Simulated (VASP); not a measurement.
Input of a VASP 6.6.1 run:

INCAR

```
ALGO     = Fast           # electronic algorithm
EDIFF    = 1E-6           # SCF threshold, eV
ENCUT    = 520            # plane-wave cutoff, eV
GGA      = PE             # functional
ISIF     = 2              # what is computed and relaxed
ISMEAR   = 0              # smearing method
LASPH    = T              # aspherical terms in the spheres
LCHARG   = T              # write CHGCAR
LELF     = T              # ELF
LREAL    = F              # projectors in reciprocal space
LVHAR    = T            
LWAVE    = F              # write WAVECAR
NBANDS   = 12             # bands
NELM     = 80             # most SCF steps
PREC     = Accurate       # precision mode
SIGMA    = 0.1            # smearing width, eV
```

The input KPOINTS:

```
k-points
0
Gamma
  20 20 20
```

POSCAR

```
Ga
1.0
    2.7160167927      0.0000000000      0.0000000000
    0.0000000000      2.7160167927      0.0000000000
    0.0000000000      0.0000000000      2.7160167927
Ga
1
Direct
    0.0000000000      0.0000000000      0.0000000000
```

Potentials or basis: VASP PAW PBE potentials, release 64 (Ga_d).

Run with:

```sh
$ cat potpaw_PBE.64/Ga_d/POTCAR > POTCAR
$ mpirun -np 1 vasp_std > vasp.out
```

(1) Predict the pressure.

(2) Estimate the band gap on the k mesh.

## Answers

(1) 0.2 GPa.

(2) zero (an odd number of electrons rules out a gap without spin polarisation).
